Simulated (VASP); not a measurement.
Set up this calculation in VASP 6.6.1, as the native input.

```yaml
Task: relaxation of cell and atoms
Functional: PBEsol
Potentials_or_basis: VASP PAW PBE potentials, release 64 (Li_sv, S)
Cutoff: 750 eV
k_mesh: 8 × 8 × 8
Occupations: gaussian, width 0.01 eV
Spin: no spin polarisation
Target_pressure: 7 GPa
Dipole_correction: no
Further_INCAR_settings: ALGO = Normal; EDIFF = 1e-07; IBRION = 2; EDIFFG = -0.002; NSW = 100; ISIF = 3
```

The structure of Li2S lies in POSCAR:

```
Li2S
1.0
    0.0000000000      2.8273111174      2.8273111174
    2.8273111174      0.0000000000      2.8273111174
    2.8273111174      2.8273111174      0.0000000000
Li S
2 1
Direct
    0.2500000000      0.2500000000      0.2500000000
    0.7500000000      0.7500000000      0.7500000000
    0.0000000000      0.0000000000      0.0000000000
```

These files were run (other wordings do the same):

INCAR

```
SYSTEM = Li2S
ALGO     = Normal         ! electronic algorithm
EDIFF    = 1E-7           ! SCF threshold, eV
EDIFFG   = -0.002         ! ionic threshold
ENCUT    = 750            ! plane-wave cutoff, eV
GGA      = PS             ! functional
GGA_COMPAT= .False.      
IBRION   = 2              ! ionic algorithm
ISIF     = 3              ! what is computed and relaxed
ISMEAR   = 0              ! smearing method
LASPH    = .True.         ! aspherical terms in the spheres
LCHARG   = .False.        ! write CHGCAR
LREAL    = .False.        ! projectors in reciprocal space
LWAVE    = .False.        ! write WAVECAR
NELM     = 120            ! most SCF steps
NELMIN   = 4            
NSW      = 100            ! ionic steps
PREC     = Accurate       ! precision mode
PSTRESS  = 70.0         
SIGMA    = 0.01           ! smearing width, eV
```

KPOINTS

```
k-points
0
Gamma
  8 8 8
  0 0 0
```

Potentials or basis: VASP PAW PBE potentials, release 64 (Li_sv, S).

Command:

```console
$ cat potpaw_PBE.64/Li_sv/POTCAR potpaw_PBE.64/S/POTCAR > POTCAR
$ mpirun -np 1 vasp_std > vasp.out
```

Results of the run:

* Relaxed volume: 13.26 Å³/atom
* Relaxed cell: a = 3.832 Å, b = 3.832 Å, c = 3.832 Å, α = 60.00°, β = 60.00°, γ = 60.00°
* Space group after relaxing (to 0.1 Å): Fm-3m (No. 225)
* Energy change on relaxing (the run minimises the enthalpy): +35.5 meV/atom
* Ionic steps: 5
* Pressure after relaxing: 7.0 GPa
* Band gap on the k mesh: 3.08 eV (least direct gap 4.86 eV)

Caveat: the cell is relaxed towards a set pressure, so the run minimises the enthalpy, not the energy; the PAW data sets were made with another functional, which shifts forces and pressure a little.

Wall time 97 s on 1 thread of AMD EPYC 7R13, on a shared host, peak memory 0.19 GiB.
